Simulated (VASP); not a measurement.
## CaZr2N3: single point with PBE

Crystal: CaZr2N3.

```xyz
6
Lattice="2.6053 -3.6590 0.0000 2.6053 3.6590 0.0000 0.0000 0.0000 4.4878" Properties=species:S:1:pos:R:3 pbc="T T T"
Ca    2.6053    0.0000    0.0000
Zr    0.0000    0.0000    2.2439
Zr    0.0000    0.0000    0.0000
N     1.3027    1.8295    2.2439
N     1.3027   -1.8295    2.2439
N     2.6053    0.0000    2.2439
```

The cell was built from a structure type or drawn by symmetry, and may not be a known phase.

```
Program             : VASP 6.6.1
Task                : single point
Functional          : PBE
Potentials or basis : VASP PAW PBE potentials, release 64 (Ca_sv, Zr_sv, N)
Cutoff              : 520 eV
k mesh              : 4 × 4 × 4
Occupations         : gaussian, width 0.1 eV
Spin                : no spin polarisation
```

- Pressure: 20.3 GPa
- Band gap on the k mesh: zero (an odd number of electrons rules out a gap without spin polarisation)

Stress tensor (GPa, compression positive):
```
20.51  0.00  0.00
 0.00 -4.80  0.00
 0.00  0.00 45.08
```

Levels at points of the mesh, in eV from the Fermi level:
| k point | band 22 | band 23 | band 24 | band 25 | band 26 | band 27 | band 28 | band 29 |
| --- | --- | --- | --- | --- | --- | --- | --- | --- |
| (0.00, 0.00, 0.00) | -2.08 | -1.56 | -1.38 | -0.94 | -0.66 | 0.11 | 0.26 | 2.76 |
| (0.50, 0.00, 0.00) | -1.40 | -1.28 | -0.83 | -0.20 | -0.17 | 0.77 | 1.36 | 1.75 |
| (0.50, 0.50, 0.00) | -1.16 | -0.93 | -0.18 | -0.07 | 0.37 | 0.58 | 0.74 | 0.99 |
| (0.00, 0.00, 0.50) | -0.68 | 0.15 | 0.60 | 0.82 | 1.03 | 1.23 | 1.49 | 1.54 |
| (0.50, 0.00, 0.50) | -1.52 | -0.74 | 0.61 | 1.18 | 1.28 | 1.35 | 1.39 | 2.09 |
| (0.50, 0.50, 0.50) | -1.19 | -0.79 | -0.38 | 0.42 | 0.66 | 0.67 | 0.68 | 1.05 |

Run time: 100 s on 1 thread of Intel Xeon 8259CL (shared host), peak memory 0.24 GiB.

Caveat: the k points lie up to 0.37 Å⁻¹ apart, too coarse for converged energies and pressures of a metal.
